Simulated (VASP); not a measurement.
Wanted: the native input for a VASP 6.6.1 run.

| Property | Result |
| --- | --- |
| Task | single point |
| Functional | PBEsol |
| Potentials or basis | VASP PAW PBE potentials, release 64 (Al, Co) |
| Cutoff | 520 eV |
| k mesh | 10 × 10 × 10 |
| Occupations | gaussian, width 0.1 eV |
| Spin | collinear spin, ferromagnetic start |
| Starting moments | [0.0, 1.48, 1.48, 1.48] μB |
| Dipole correction | no |
| Further INCAR settings | ALGO = Normal; EDIFF = 1e-06; NBANDS = 27 |

The structure of AlCo3 lies in POSCAR:

```
AlCo3
1.0
    3.5749480000      0.0000000000      0.0000000000
    0.0000000000      3.5749480000      0.0000000000
    0.0000000000      0.0000000000      3.5749480000
Al Co
1 3
Direct
    0.0000000000      0.0000000000      0.0000000000
    0.5000000000      0.5000000000      0.0000000000
    0.5000000000      0.0000000000      0.5000000000
    0.0000000000      0.5000000000      0.5000000000
```

One way to write it, as run:

INCAR

```
  ALGO = Normal
  EDIFF = 1E-6
  ENCUT = 520
  GGA = PS
  ISIF = 2
  ISMEAR = 0
  ISPIN = 2
  LASPH = True
  LCHARG = False
  LMAXMIX = 4
  LORBIT = 11
  LREAL = False
  LWAVE = False
  MAGMOM = 0 1.48 1.48 1.48
  NBANDS = 27
  NELM = 150
  PREC = Accurate
  SIGMA = 0.1
```

KPOINTS

```
k-points
0
Gamma
  10 10 10
```

Potentials or basis: VASP PAW PBE potentials, release 64 (Al, Co).

The run is started by

```bash
$ cat potpaw_PBE.64/Al/POTCAR potpaw_PBE.64/Co/POTCAR > POTCAR
$ mpirun -np 1 vasp_std > vasp.out
```

It gave:

| Quantity | Value |
| --- | --- |
| Pressure | -7.7 GPa |
| Net moment | 3.83 μB per cell |
| Site moments | Al -0.04; Co +1.31 μB |
| Valence electrons inside the program's atomic spheres | Al 0.82; Co 8.30 |

Caveat: the cell stands under tension; the PAW data sets were made with another functional, which shifts forces and pressure a little.

It took 3.7 min on 1 thread of Intel Xeon 8259CL, with other jobs on the host, peak memory 0.24 GiB.
